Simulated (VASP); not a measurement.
The system is SiNi.

```
Ni Si
1.0
     2.90300    0.00000    0.00000
     0.00000    3.23599    0.00000
     0.00000    0.00000    4.61423
Ni Si
2 2
Direct
  0.50000 0.50000 0.34250
  0.00000 0.00000 0.65750
  0.50000 0.50000 0.84314
  0.00000 0.00000 0.15686
```

This cell differs from its parent crystal: volume scaled by 0.96.

Base run:

* Program: VASP 6.6.1
* Functional: PBE
* Potentials or basis: VASP PAW PBE potentials, release 64 (Ni, Si)
* Cutoff: 520 eV
* k mesh: 9 × 8 × 6
* Occupations: fermi-dirac, width 0.05 eV
* Spin: collinear spin, ferromagnetic start
* Starting moments: [1.0, 1.0, 0.0, 0.0] μB

Its results: band gap on the k mesh zero (filled and empty bands overlap); pressure 16.3 GPa; net moment 0.00 μB per cell; largest force 0.189 eV/Å.

Question: The run is repeated on the same cell with these changes: functional from PBE to BLYP. What comes out?

Answer: Band gap on the k mesh zero (filled and empty bands overlap); pressure 26.2 GPa; net moment 0.00 μB per cell; largest force 0.050 eV/Å.

BLYP binds less tightly than PBE, so the same cell stands under more pressure.

Caveats: the PAW data sets were made with another functional, which shifts forces and pressure a little (some runs).
